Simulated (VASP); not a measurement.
# CoO (Fm-3m) in VASP: a series of runs

Runs on CoO. Level: PBE. Tasks: single point.

Program: VASP 6.6.1. These are calculated values, not measurements. Logs are shortened: lines on timing, memory, paths and dates and some standing lists are left out, and cuts for length are marked.

### 1 The cell of the first run

It takes space group Fm-3m (No. 225, cubic). Conventional cell: a = 4.176 Å, b = 4.176 Å, c = 4.176 Å, α = 90.00°, β = 90.00°, γ = 90.00°. Within 2.8 Å of Co (site symmetry m-3m) lie 6 O at 2.09 Å. Within 2.8 Å of O (site symmetry m-3m) lie 6 Co at 2.09 Å.

### 2 Single point, PBE, collinear spin, ferromagnetic start

INCAR

```
SYSTEM = CoO
  PREC = Accurate
  ENCUT = 520
  EDIFF = 1E-7
  ISMEAR = -1
  SIGMA = 0.05
  LREAL = .False.
  LASPH = .True.
  NELM = 150
  ALGO = Normal
  ISIF = 2
  LWAVE = .False.
  LCHARG = .False.
  ISPIN = 2
  MAGMOM = 2 0
  LORBIT = 11
  LMAXMIX = 4
  GGA = PE
  NBANDS = 18
```

KPOINTS

```
Automatic mesh
0
Gamma
  11 11 11
  0 0 0
```

POSCAR

```
CoO
1.0
    0.0000000000      2.0879894168      2.0879894168
    2.0879894168      0.0000000000      2.0879894168
    2.0879894168      2.0879894168      0.0000000000
Co O
1 1
Direct
    0.0000000000      0.0000000000      0.0000000000
    0.5000000000      0.5000000000      0.5000000000
```

Potentials or basis: VASP PAW PBE potentials, release 64 (Co, O).

The run is started by

```sh
cat potpaw_PBE.64/Co/POTCAR potpaw_PBE.64/O/POTCAR > POTCAR
mpirun -np 1 vasp_std > vasp.out
```

OUTCAR:

```text
SYSTEM = CoO
   PREC = Accurate
   ENCUT = 520
   EDIFF = 1E-7
   ISMEAR = -1
   LREAL = .False.
   LASPH = .True.
   NELM = 150
   ISIF = 2
   ISPIN = 2
   LORBIT = 11
   GGA = PE

 ion  position               nearest neighbor table
   1  0.000  0.000  0.000-   2 2.09   2 2.09   2 2.09   2 2.09   2 2.09   2 2.09
   2  0.500  0.500  0.500-   1 2.09   1 2.09   1 2.09   1 2.09   1 2.09   1 2.09

  LATTYP: Found a face centered cubic cell.
 ALAT       =     4.1759788336

  Lattice vectors:

 A1 = (   0.0000000000,   2.0879894168,   2.0879894168)
 A2 = (   2.0879894168,   0.0000000000,   2.0879894168)
 A3 = (   2.0879894168,   2.0879894168,   0.0000000000)

Analysis of symmetry for initial positions (statically):
=====================================================================
 Subroutine PRICEL returns:
 Original cell was already a primitive cell.

 Routine SETGRP: Setting up the symmetry group for a
 face centered cubic supercell.

 Subroutine GETGRP returns: Found 48 space group operations
 (whereof 48 operations were pure point group operations)
 out of a pool of 48 trial point group operations.

The static configuration has the point symmetry O_h .

Analysis of symmetry for dynamics (positions and initial velocities):
=====================================================================
 Subroutine PRICEL returns:
 Original cell was already a primitive cell.

 Routine SETGRP: Setting up the symmetry group for a
 face centered cubic supercell.

 Subroutine GETGRP returns: Found 48 space group operations
 (whereof 48 operations were pure point group operations)
 out of a pool of 48 trial point group operations.

The dynamic configuration has the point symmetry O_h .

Analysis of structural, dynamic, and magnetic symmetry:
=====================================================================
 Subroutine PRICEL returns:
 Original cell was already a primitive cell.

 Routine SETGRP: Setting up the symmetry group for a
 face centered cubic supercell.

 Subroutine GETGRP returns: Found 48 space group operations
 (whereof 48 operations were pure point group operations)
 out of a pool of 48 trial point group operations.

The overall configuration has the point symmetry O_h .

 Subroutine INISYM returns: Found 48 space group operations
 (whereof 48 operations are pure point group operations),
 and found     1 'primitive' translations

----------------------------------------------------------------------------------------

                                     Primitive cell

  volume of cell :      18.2060

  direct lattice vectors                    reciprocal lattice vectors
     0.000000000  2.087989417  2.087989417    -0.239464815  0.239464815  0.239464815
     2.087989417  0.000000000  2.087989417     0.239464815 -0.239464815  0.239464815
     2.087989417  2.087989417  0.000000000     0.239464815  0.239464815 -0.239464815

  length of vectors
     2.952862951  2.952862951  2.952862951     0.414765227  0.414765227  0.414765227

  position of ions in fractional coordinates (direct lattice)
     0.000000000  0.000000000  0.000000000
     0.500000000  0.500000000  0.500000000

  ion indices of the primitive-cell ions
   primitive index   ion index
                 1           1
                 2           2

----------------------------------------------------------------------------------------

 KPOINTS: Automatic mesh

Automatic generation of k-mesh.
 Grid dimensions read from file:
 generate k-points for:   11   11   11

 Generating k-lattice:

  Cartesian coordinates                     Fractional coordinates (reciprocal lattice)
    -0.021769529  0.021769529  0.021769529     0.090909091  0.000000000  0.000000000
     0.021769529 -0.021769529  0.021769529     0.000000000  0.090909091  0.000000000
     0.021769529  0.021769529 -0.021769529     0.000000000  0.000000000  0.090909091

  Length of vectors
     0.037705930  0.037705930  0.037705930

  Shift w.r.t. Gamma in fractional coordinates (k-lattice)
     0.000000000  0.000000000  0.000000000

 Subroutine IBZKPT returns following result:
 ===========================================

 Found     56 irreducible k-points:

 Following reciprocal coordinates:
            Coordinates               Weight
  0.000000  0.000000  0.000000      1.000000
  0.090909  0.000000  0.000000      8.000000
  0.181818  0.000000  0.000000      8.000000
  0.272727  0.000000  0.000000      8.000000
  0.363636  0.000000  0.000000      8.000000
  0.454545  0.000000  0.000000      8.000000
[... 16 lines left out ...]
 -0.272727  0.181818  0.000000     24.000000
 -0.181818  0.181818  0.000000     12.000000
 [... further k-points ...]
   k-points           NKPTS =     56   k-points in BZ     NKDIM =     56   number of bands    NBANDS=     18
   number of dos      NEDOS =    301   number of ions     NIONS =      2
   total plane-waves  NPLWV =  13824
   dimension x,y,z NGX =    24 NGY =   24 NGZ =   24
   dimension x,y,z NGXF=    48 NGYF=   48 NGZF=   48
   ions per type =               1   1
   NGX,Y,Z   is equivalent  to a cutoff of  13.51, 13.51, 13.51 a.u.
   NGXF,Y,Z  is equivalent  to a cutoff of  27.02, 27.02, 27.02 a.u.
 SYSTEM =  CoO
   PREC   = accura    normal or accurate (medium, high low for compatibility)
   ISTART =      0    job   : 0-new  1-cont  2-samecut
   ICHARG =      2    charge: 1-file 2-atom 10-const
   ISPIN  =      2    spin polarized calculation?
   LNONCOLLINEAR =      F non collinear calculations
   LSORBIT =      F    spin-orbit coupling
   LASPH  =      T    aspherical Exc in radial PAW
   ENCUT  =  520.0 eV  38.22 Ry    6.18 a.u.   5.49  5.49  5.49*2*pi/ulx,y,z
   NELM   =    150;   NELMIN=  2; NELMDL= -5     # of ELM steps
   EDIFF  = 0.1E-06   stopping-criterion for ELM
   LREAL  =      F    real-space projection
   EDIFFG = 0.1E-05   stopping-criterion for IOM
   NSW    =      0    number of steps for IOM
   IBRION =     -1    ionic relax: 0-MD 1-quasi-New 2-CG
   NFREE  =      0    steps in history (QN), initial steepest desc. (CG)
   ISIF   =      2    stress and relaxation
   ISYM   =      2    0-nonsym 1-usesym 2-fastsym
   POTIM  = 0.5000    time-step for ionic-motion
   TEBEG  =    0.0;   TEEND  =   0.0 temperature during run
   PSTRESS=    0.0 pullay stress
   NELECT =      15.0000    total number of electrons
   NUPDOWN=      -1.0000    fix difference up-down
   EMIN   =  10.00;   EMAX   =-10.00  energy-range for DOS
   EFERMI =   0.00;   METHOD = LEGACY
   ISMEAR =    -1;   SIGMA  =   0.05  broadening in eV -4-tet -1-fermi 0-gaus
   EFERMI_NEDOS =   21; number of points for ismear=-14 and -15
   IALGO  =     38    algorithm
   IMIX   =      4    mixing-type and parameters
     AMIX     =   0.40;   BMIX     =  1.00
     AMIX_MAG =   1.60;   BMIX_MAG =  1.00
  volume/ion in A,a.u.               =       9.10        61.43
  Fermi-wavevector in a.u.,A,eV,Ry     =   1.534736  2.900230 32.047353  2.355414
  Thomas-Fermi vector in A             =   2.641622
   LORBIT       =     11    0 simple, 1 ext, 2 COOP (PROOUT), +10 PAW based schemes
   GGA     = PE    functional components
   LHFCALC =     F    Hartree Fock is set to
   AEXX    =    0.0000 exact exchange contribution
   IVDW    =     0    specifies the selected vdW correction
   LEPSILON=     F    determine dielectric tensor
   LRPA    =     F    only Hartree local field effects (RPA)
 spin polarized calculation
  energy-cutoff  :      520.00
  volume of cell :       18.21
 maximum number of plane-waves:       531
 NGX is ok and might be reduce to    24
   NGX = 11   NGY = 11   NGZ = 11

 number of electron      14.9999997 magnetization       2.7208087

 Free energy of the ion-electron system (eV)
  ---------------------------------------------------
  ext. energy  EPLUGINS =         0.00000000
  ---------------------------------------------------
  free energy    TOTEN  =       -13.03995837 eV

  energy without entropy =      -13.00424518  energy(sigma->0) =      -13.02210177

 E-fermi :   8.7688     XC(G=0): -12.7543

 val. band max:        8.7654396434   @ k =   0.4545   0.2727   0.0909
 cond. band min:       8.7700623250   @ k =  -0.3636   0.4545   0.0909
 fundamental gap:      0.0046226816
 Fermi energy:         8.7688434995

 spin component 1

 k-point     1 :       0.0000    0.0000    0.0000
  band No.  band energies     occupation
      1     -11.9931      1.00000
      2       5.3795      1.00000
      3       5.3795      1.00000
      4       5.3795      1.00000
      5       5.5490      1.00000
      6       5.5490      1.00000
[... 10 lines left out ...]
     17      31.3329      0.00000
     18      34.4865      0.00000
[... 463 lines left out ...]
 k-point    24 :      -0.1818    0.1818    0.0000
  band No.  band energies     occupation
      1     -11.1650      1.00000
      2       1.7374      1.00000
      3       2.8776      1.00000
      4       3.4788      1.00000
      5       6.0757      1.00000
      6       6.1358      1.00000
[... 10 lines left out ...]
     17      37.5455      0.00000
     18      39.2845      0.00000

 [... further k-points ...]

 spin component 2

 k-point     1 :       0.0000    0.0000    0.0000
  band No.  band energies     occupation
      1     -11.5557      1.00000
      2       5.8702      1.00000
      3       5.8702      1.00000
      4       5.8702      1.00000
      5       7.5319      1.00000
      6       7.5320      1.00000
[... 10 lines left out ...]
     17      32.2585      0.00000
     18      35.3005      0.00000
[... 463 lines left out ...]
 k-point    24 :      -0.1818    0.1818    0.0000
  band No.  band energies     occupation
      1     -10.7069      1.00000
      2       2.4109      1.00000
      3       4.1823      1.00000
      4       4.1899      1.00000
      5       7.9777      1.00000
      6       8.4302      0.99886
[... 10 lines left out ...]
     17      38.1498      0.00000
     18      39.8813      0.00000

 [... further k-points ...]

------------------------ aborting loop because EDIFF is reached ----------------------------------------

  FORCE on cell =-STRESS in cart. coord.  units (eV):
  Direction    XX          YY          ZZ          XY          YZ          ZX
  --------------------------------------------------------------------------------------
  -------------------------------------------------------------------------------------
  Total        0.9818965      0.9818965      0.9818965      0.0000000      0.0000000      0.0000000
  in kB       86.4094848     86.4094848     86.4094848      0.0000000      0.0000000      0.0000000
  external PRESSURE =      86.4094848 kB  Pullay stress =       0.0000000 kB

 VOLUME and BASIS-vectors are now :
 -----------------------------------------------------------------------------
  energy-cutoff  :      520.00
  volume of cell :       18.21
      direct lattice vectors                 reciprocal lattice vectors
     0.000000000  2.087989417  2.087989417    -0.239464815  0.239464815  0.239464815
     2.087989417  0.000000000  2.087989417     0.239464815 -0.239464815  0.239464815
     2.087989417  2.087989417  0.000000000     0.239464815  0.239464815 -0.239464815

 POSITION                                       TOTAL-FORCE (eV/Angst)
 -----------------------------------------------------------------------------------
      0.00000      0.00000      0.00000        -0.000000      0.000000      0.000000
      2.08799      2.08799      2.08799         0.000000      0.000000      0.000000
 -----------------------------------------------------------------------------------
    total drift:                                0.000000     -0.000000     -0.000000

  FREE ENERGIE OF THE ION-ELECTRON SYSTEM (eV)
  ---------------------------------------------------
  free  energy   TOTEN  =       -13.0399583668 eV

  energy  without entropy=      -13.0042451784  energy(sigma->0) =      -13.02210177

 total charge

# of ion       s       p       d       tot
------------------------------------------
    1        0.310   0.396   7.201   7.907
    2        1.557   3.448   0.000   5.005
--------------------------------------------------
tot          1.868   3.844   7.201  12.912

 magnetization (x)

# of ion       s       p       d       tot
------------------------------------------
    1        0.021   0.019   2.381   2.421
    2        0.030   0.226   0.000   0.256
--------------------------------------------------
tot          0.051   0.245   2.381   2.677
```

It took 56 s on 1 thread of Intel Xeon 8259CL, shared host; peak memory 0.17 GiB.

What came out:

* Free energy: -13.0400 eV
* Pressure: 8.6 GPa
* Net moment: 2.72 μB per cell
* Site moments: Co +2.42; O +0.26 μB
* Valence electrons inside the program's atomic spheres: Co 7.91; O 5.00

Levels at points of the mesh, in eV from the Fermi level:
Spin up:
```tsv
k point	band 7	band 8	band 9	band 10	band 11	band 12
(0.00, 0.00, 0.00)	-3.07	-3.07	-3.07	1.33	17.04	18.63
```
Spin down:
```
           k point  band 3  band 4  band 5  band 6  band 7  band 8  band 9  band 10
(0.00, 0.00, 0.00)   -2.90   -2.90   -1.24   -1.24   -1.24   -0.03   -0.03     1.83
```

Caveat: the cell stands under pressure; a cell with one magnetic atom can't hold antiferromagnetic order, which such compounds often take; semilocal functionals often make such compounds metallic where correlation or magnetic order opens a gap, which also shifts bond lengths.

(Part 1 of 2 ends here.)
